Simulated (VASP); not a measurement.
# Ca (P-1) in VASP: single point with PBE

Aim: the single point of Ca with PBE.

All numbers are computed with VASP 6.6.1; they aren't measurements. Logs are shortened: lines on timing, memory, paths and dates and some standing lists are left out, and cuts for length are marked.

### 1 The cell of the first run

The typed cell holds 1 atom: a = 3.901 Å, b = 3.800 Å, c = 3.988 Å, α = 109.46°, β = 112.90°, γ = 106.84°.

### 2 Single point, PBE (the cell strained at random)

Input file INCAR:

```
ALGO = Normal
EDIFF = 1E-6
ENCUT = 500
GGA = PE
GGA_COMPAT = False
ISIF = 2
ISMEAR = -1
LASPH = True
LCHARG = False
LREAL = False
LWAVE = False
NBANDS = 11
NELM = 120
PREC = Accurate
SIGMA = 0.04
```

Input file KPOINTS:

```
k-points
0
Gamma
  5 5 5
```

Input file POSCAR:

```
Ca
1.0
   -2.2731180000      2.1418110000      2.3373330000
    2.1679220000     -2.1612850000      2.2516110000
    2.3296730000      2.2178410000     -2.3568070000
Ca
1
Direct
    0.0000000000      0.0000000000      0.0000000000
```

Potentials or basis: VASP PAW PBE potentials, release 64 (Ca_sv).

On the command line:

```bash
$ cat potpaw_PBE.64/Ca_sv/POTCAR > POTCAR
$ mpirun -np 1 vasp_std > vasp.out
```

OUTCAR:

```text
EDIFF = 1E-6
   ENCUT = 500
   GGA = PE
   ISIF = 2
   ISMEAR = -1
   LASPH = True
   LREAL = False
   NELM = 120
   PREC = Accurate

 ion  position               nearest neighbor table
   1  0.000  0.000  0.000-

  LATTYP: Found a triclinic cell.
 ALAT       =     3.8423366559
 B/A-ratio  =     1.6513326058
 C/A-ratio  =     0.9890086123
 COS(alpha) =     0.0019762101
 COS(beta)  =     0.3490858031
 COS(gamma) =     0.8023438044

  Lattice vectors:

 A1 = (  -2.2244770000,  -2.1983670000,  -2.2321370000)
 A2 = (  -4.5541500000,  -4.4162080000,   0.1246700000)
 A3 = (  -2.1679220000,   2.1612850000,  -2.2516110000)

Analysis of symmetry for initial positions (statically):
=====================================================================
 Subroutine PRICEL returns:
 Original cell was already a primitive cell.

 Routine SETGRP: Setting up the symmetry group for a
 triclinic supercell.

 Subroutine GETGRP returns: Found  2 space group operations
 (whereof  2 operations were pure point group operations)
 out of a pool of  2 trial point group operations.

The static configuration has the point symmetry S_2 .

Analysis of symmetry for dynamics (positions and initial velocities):
=====================================================================
 Subroutine PRICEL returns:
 Original cell was already a primitive cell.

 Routine SETGRP: Setting up the symmetry group for a
 triclinic supercell.

 Subroutine GETGRP returns: Found  2 space group operations
 (whereof  2 operations were pure point group operations)
 out of a pool of  2 trial point group operations.

The dynamic configuration has the point symmetry S_2 .

 Subroutine INISYM returns: Found  2 space group operations
 (whereof  2 operations are pure point group operations),
 and found     1 'primitive' translations

----------------------------------------------------------------------------------------

                                     Primitive cell

  volume of cell :      44.9577

  direct lattice vectors                    reciprocal lattice vectors
    -2.273118000  2.141811000  2.337333000     0.002224679  0.230325239  0.218943483
     2.167922000 -2.161285000  2.251611000     0.227584374 -0.001955642  0.223123856
     2.329673000  2.217841000 -2.356807000     0.219632449  0.226553738  0.005996230

  length of vectors
     3.900967233  3.800104044  3.987572473     0.317790676  0.318720453  0.315596204

  position of ions in fractional coordinates (direct lattice)
     0.000000000  0.000000000  0.000000000

  ion indices of the primitive-cell ions
   primitive index   ion index
                 1           1

----------------------------------------------------------------------------------------

 KPOINTS: k-points

Automatic generation of k-mesh.
 Grid dimensions read from file:
 generate k-points for:    5    5    5

 Generating k-lattice:

  Cartesian coordinates                     Fractional coordinates (reciprocal lattice)
     0.000444936  0.046065048  0.043788697     0.200000000  0.000000000  0.000000000
     0.045516875 -0.000391128  0.044624771     0.000000000  0.200000000  0.000000000
     0.043926490  0.045310748  0.001199246     0.000000000 -0.000000000  0.200000000

  Length of vectors
     0.063558135  0.063744091  0.063119241

  Shift w.r.t. Gamma in fractional coordinates (k-lattice)
     0.000000000  0.000000000  0.000000000

 Subroutine IBZKPT returns following result:
 ===========================================

 Found     63 irreducible k-points:

 Following reciprocal coordinates:
            Coordinates               Weight
  0.000000  0.000000  0.000000      1.000000
  0.200000  0.000000  0.000000      2.000000
  0.400000  0.000000  0.000000      2.000000
 -0.000000  0.200000  0.000000      2.000000
  0.200000  0.200000  0.000000      2.000000
  0.400000  0.200000  0.000000      2.000000
[... 16 lines left out ...]
 -0.200000  0.200000  0.200000      2.000000
 -0.000000  0.400000  0.200000      2.000000
 [... further k-points ...]
   k-points           NKPTS =     63   k-points in BZ     NKDIM =     63   number of bands    NBANDS=     11
   number of dos      NEDOS =    301   number of ions     NIONS =      1
   total plane-waves  NPLWV =  23520
   dimension x,y,z NGX =    28 NGY =   28 NGZ =   30
   dimension x,y,z NGXF=    56 NGYF=   56 NGZF=   60
   ions per type =               1
   NGX,Y,Z   is equivalent  to a cutoff of  11.93, 12.25, 12.51 a.u.
   NGXF,Y,Z  is equivalent  to a cutoff of  23.87, 24.50, 25.01 a.u.
 SYSTEM =  unknown system
   PREC   = accura    normal or accurate (medium, high low for compatibility)
   ISTART =      0    job   : 0-new  1-cont  2-samecut
   ICHARG =      2    charge: 1-file 2-atom 10-const
   ISPIN  =      1    spin polarized calculation?
   LNONCOLLINEAR =      F non collinear calculations
   LSORBIT =      F    spin-orbit coupling
   LASPH  =      T    aspherical Exc in radial PAW
   ENCUT  =  500.0 eV  36.75 Ry    6.06 a.u.   7.11  6.93  7.27*2*pi/ulx,y,z
   NELM   =    120;   NELMIN=  2; NELMDL= -5     # of ELM steps
   EDIFF  = 0.1E-05   stopping-criterion for ELM
   LREAL  =      F    real-space projection
[... 7 lines left out ...]
   TEBEG  =    0.0;   TEEND  =   0.0 temperature during run
   PSTRESS=    0.0 pullay stress
   NELECT =      10.0000    total number of electrons
   NUPDOWN=      -1.0000    fix difference up-down
   EMIN   =  10.00;   EMAX   =-10.00  energy-range for DOS
   EFERMI =   0.00;   METHOD = LEGACY
   ISMEAR =    -1;   SIGMA  =   0.04  broadening in eV -4-tet -1-fermi 0-gaus
   EFERMI_NEDOS =   21; number of points for ismear=-14 and -15
   IALGO  =     38    algorithm
   IMIX   =      4    mixing-type and parameters
     AMIX     =   0.40;   BMIX     =  1.00
     AMIX_MAG =   1.60;   BMIX_MAG =  1.00
  volume/ion in A,a.u.               =      44.96       303.39
  Fermi-wavevector in a.u.,A,eV,Ry     =   0.991913  1.874443 13.386650  0.983891
  Thomas-Fermi vector in A             =   2.123688
   LORBIT       =      0    0 simple, 1 ext, 2 COOP (PROOUT), +10 PAW based schemes
   GGA     = PE    functional components
   LHFCALC =     F    Hartree Fock is set to
   AEXX    =    0.0000 exact exchange contribution
   IVDW    =     0    specifies the selected vdW correction
   LEPSILON=     F    determine dielectric tensor
   LRPA    =     F    only Hartree local field effects (RPA)
 non-spin polarized calculation
  energy-cutoff  :      500.00
  volume of cell :       44.96
 maximum number of plane-waves:      1157
   NGX = 15   NGY = 13   NGZ = 15

 number of electron      10.0000000 magnetization

 Free energy of the ion-electron system (eV)
  ---------------------------------------------------
  ext. energy  EPLUGINS =         0.00000000
  ---------------------------------------------------
  free energy    TOTEN  =        -1.90031824 eV

  energy without entropy =       -1.89190749  energy(sigma->0) =       -1.89611287

 E-fermi :   1.7392     XC(G=0):  -7.5386

 val. band max:        1.7160189264   @ k =   0.4000  -0.4000   0.4000
 cond. band min:       1.7500402572   @ k =  -0.0000   0.4000   0.4000
 fundamental gap:      0.0340213308
 Fermi energy:         1.7392355002

 k-point     1 :       0.0000    0.0000    0.0000
  band No.  band energies     occupation
      1     -40.4271      2.00000
      2     -21.3529      2.00000
      3     -21.3517      2.00000
      4     -21.3455      2.00000
      5      -2.1904      2.00000
      6       3.8076      0.00000
      7       3.9140      0.00000
      8       4.1866      0.00000
      9       4.8676      0.00000
     10       5.0896      0.00000
     11      11.1587      0.00000

 k-point     2 :       0.2000    0.0000    0.0000
  band No.  band energies     occupation
      1     -40.4232      2.00000
      2     -21.3916      2.00000
      3     -21.3626      2.00000
      4     -21.3494      2.00000
      5      -1.5113      2.00000
      6       3.5431      0.00000
      7       3.6465      0.00000
      8       4.4251      0.00000
      9       4.7779      0.00000
     10       5.0090      0.00000
     11      10.0921      0.00000

 k-point     3 :       0.4000    0.0000    0.0000
  band No.  band energies     occupation
      1     -40.4168      2.00000
      2     -21.4550      2.00000
      3     -21.3839      2.00000
      4     -21.3501      2.00000
      5       0.2244      2.00000
      6       2.2959      0.00000
      7       3.1250      0.00000
      8       4.8676      0.00000
      9       5.1901      0.00000
     10       5.6029      0.00000
     11       7.2186      0.00000

 k-point     4 :      -0.0000    0.2000    0.0000
  band No.  band energies     occupation
      1     -40.4226      2.00000
      2     -21.3961      2.00000
      3     -21.3676      2.00000
      4     -21.3441      2.00000
      5      -1.5056      2.00000
      6       3.5696      0.00000
      7       3.8144      0.00000
      8       4.4201      0.00000
      9       4.5456      0.00000
     10       5.0162      0.00000
     11      10.1465      0.00000
[... 239 lines left out ...]
 k-point    22 :      -0.4000    0.2000    0.2000
  band No.  band energies     occupation
      1     -40.4187      2.00000
      2     -21.4258      2.00000
      3     -21.3814      2.00000
      4     -21.3587      2.00000
      5      -0.3252      2.00000
      6       2.7486      0.00000
      7       3.1682      0.00000
      8       4.7542      0.00000
      9       5.1775      0.00000
     10       5.3232      0.00000
     11       7.7789      0.00000

 k-point    23 :      -0.2000    0.2000    0.2000
  band No.  band energies     occupation
      1     -40.4197      2.00000
      2     -21.3963      2.00000
      3     -21.3787      2.00000
      4     -21.3725      2.00000
      5      -0.8947      2.00000
      6       3.5664      0.00000
      7       3.7398      0.00000
      8       3.9337      0.00000
      9       4.5351      0.00000
     10       5.2284      0.00000
     11       9.6571      0.00000

 k-point    24 :      -0.0000    0.4000    0.2000
  band No.  band energies     occupation
      1     -40.4138      2.00000
      2     -21.4639      2.00000
      3     -21.4060      2.00000
      4     -21.3521      2.00000
      5       1.4034      1.99955
      6       1.8120      0.27889
      7       2.8526      0.00000
      8       4.7531      0.00000
      9       5.0699      0.00000
     10       6.2686      0.00000
     11       6.4476      0.00000

 [... further k-points ...]

------------------------ aborting loop because EDIFF is reached ----------------------------------------

  FORCE on cell =-STRESS in cart. coord.  units (eV):
  Direction    XX          YY          ZZ          XY          YZ          ZX
  --------------------------------------------------------------------------------------
  -------------------------------------------------------------------------------------
  Total       -0.2861428     -0.2784012     -0.2957857     -0.0628733      0.0178325      0.1293259
  in kB      -10.1973982     -9.9215092    -10.5410469     -2.2406426      0.6355033      4.6088449
  external PRESSURE =     -10.2199848 kB  Pullay stress =       0.0000000 kB

 VOLUME and BASIS-vectors are now :
 -----------------------------------------------------------------------------
  energy-cutoff  :      500.00
  volume of cell :       44.96
      direct lattice vectors                 reciprocal lattice vectors
    -2.273118000  2.141811000  2.337333000     0.002224679  0.230325239  0.218943483
     2.167922000 -2.161285000  2.251611000     0.227584374 -0.001955642  0.223123856
     2.329673000  2.217841000 -2.356807000     0.219632449  0.226553738  0.005996230

 POSITION                                       TOTAL-FORCE (eV/Angst)
 -----------------------------------------------------------------------------------
      0.00000      0.00000      0.00000         0.000000      0.000000      0.000000
 -----------------------------------------------------------------------------------
    total drift:                               -0.000000     -0.000000     -0.000000

  FREE ENERGIE OF THE ION-ELECTRON SYSTEM (eV)
  ---------------------------------------------------
  free  energy   TOTEN  =        -1.9003182432 eV

  energy  without entropy=       -1.8919074879  energy(sigma->0) =       -1.89611287
```

Wall time 30 s (1 thread of Intel Xeon 8259CL, shared host); peak memory 0.17 GiB.

What came out:

```yaml
Free_energy: -1.9003 eV
Pressure: -1.0 GPa
Band_gap_on_the_k_mesh: zero (bands 5 and 6 overlap by 0.35 eV)
```

Caveat: the k points lie up to 0.40 Å⁻¹ apart; the cell differs from its parent crystal (the cell strained at random).

The gap in the log of VASP goes by the Fermi energy; the results here count the filled bands.